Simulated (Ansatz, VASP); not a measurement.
H: VASP beside Ansatz

```
H
1.0
     5.17025    0.00000    0.00000
    -2.58512    4.47757    0.00000
     0.00000    0.00000    3.84952
H
2
Direct
  0.33333 0.66667 0.25000
  0.66667 0.33333 0.75000
```

Alike in both runs: task single point; functional PBE; k mesh 3 × 3 × 4; occupations tetrahedron; collinear spin.

```csv
,VASP,Ansatz
version,VASP 6.6.1,Ansatz 0.2.0
potentials or method,"VASP PAW PBE potentials, release 64 (H), cutoff 500 eV","scalar-relativistic, plane waves, PAW"
valence electrons in the cell,2,2
```

Ansatz gave:

```
gap on the k mesh at the Fermi level (eV)                     : 6.61
least direct gap on the mesh (eV)                             : 7.32
pressure (GPa)                                                : 0.1
net moment per atom (μB)                                      : 1.00
size of the moment on the site where the two differ most (μB) : 0.94
```

Q: Estimate VASP's values.

A: gap on the k mesh at the Fermi level (eV): 6.61; least direct gap on the mesh (eV): 7.32; pressure (GPa): 0.1; net moment per atom (μB): 1.00; size of the moment on the site where the two differ most (μB): 0.38.

Site moments also hang on the region over which each program counts them. Ansatz's warnings: band table not solved further, nearly empty spin channel levels not settled, stability check not made, tetrahedron derivatives may miss energy slope.

The k mesh is coarse, so the values compare programs but aren't converged.
